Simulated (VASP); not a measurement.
A run of VASP 6.6.1 is set up as follows.

Contents of INCAR:

```
SYSTEM = H6C3O
PREC = Accurate
ENCUT = 1000
EDIFF = 1E-6
ISMEAR = -1
SIGMA = 0.05
LREAL = Auto
LASPH = .True.
NELM = 120
ALGO = Normal
ISIF = 2
LWAVE = .False.
LCHARG = .False.
GGA = PE
IVDW = 12
NBANDS = 74
GGA_COMPAT = .False.
```

The input KPOINTS:

```
Automatic mesh
0
Gamma
  1 1 1
  0 0 0
```

Contents of POSCAR:

```
H6C3O
1.0
    8.7065880000      0.0000000000      0.0000000000
    0.0000000000      8.7065880000      0.0000000000
    0.0000000000      0.0000000000      8.7065880000
C H O
12 24 4
Direct
    0.4720064499      0.7967929368      0.3468811784
    0.4446201441      0.8475549447      0.1812690771
    0.3745884093      0.1664951083      0.8449029759
    0.3581403994      0.1215587695      0.6761765643
    0.7456369839      0.3801064854      0.7127900792
    0.6399847921      0.5185004763      0.7331813765
    0.8462696152      0.6843367371      0.1420180022
    0.9744096165      0.6329486386      0.0343365705
    0.9298420185      0.0827317890      0.9470002991
    1.0990851258      0.3595629372      0.3091417011
    0.5351830088      0.3660453896      0.1918116963
    0.0705275174      0.9636426775      0.3480814474
    0.4905647459      0.8957535783      0.4229001356
    0.3736789814      0.7320554555      0.3923843694
    0.5734156862      0.7223638997      0.3561932404
    0.4267557032      0.7486539073      0.1049445553
    0.3431402017      0.9219707578      0.1713265996
    0.5430417729      0.9125851158      0.1365486272
    0.3931681085      0.2906118609      0.8578203584
    0.2709910889      0.1363352880      0.9102926403
    0.4721285999      0.1077776169      0.8993109912
    0.3391714421     -0.0025075093      0.6635312251
    0.2606123238      0.1801481101      0.6215758219
    0.4613607932      0.1512359547      0.6098725304
    0.6846071635      0.2718762655      0.7344098218
    0.7928830189      0.3744536388      0.5960443488
    0.8430766583      0.3854278784      0.7927170971
    0.7016645354      0.6271545079      0.7151577578
    0.5442895245      0.5152526860      0.6509946937
    0.5904793023      0.5216110519      0.8491548021
    0.8539143427      0.8074093053      0.1676285639
    0.7327729314      0.6632454506      0.0916630242
    0.8511224979      0.6226730340      0.2520124714
    0.9659720580      0.5098768918      0.0079740098
    0.9692317356      0.6949597747     -0.0754979115
    1.0886430700      0.6533449834      0.0837425901
    0.8172684838      0.0871367816      1.0127727738
    0.9727978376      0.3409409214      0.3359411277
    0.5194286412      0.2815211827      0.2898573995
    0.0688234704      0.8971734200      0.4601208671
```

Potentials or basis: VASP PAW PBE potentials, release 64 (C_h, H_h, O_h).

Run with:

```console
$ cat potpaw_PBE.64/C_h/POTCAR potpaw_PBE.64/H_h/POTCAR potpaw_PBE.64/O_h/POTCAR > POTCAR
$ mpirun -np 1 vasp_gam > vasp.out
```

(1) Predict the dispersion energy per atom.

(2) Estimate the largest force.

(3) Estimate the pressure.

Results:

(1) -0.031 eV.

(2) 0.114 eV/Å.

(3) -0.2 GPa.

Caveat: the k points lie up to 0.72 Å⁻¹ apart.
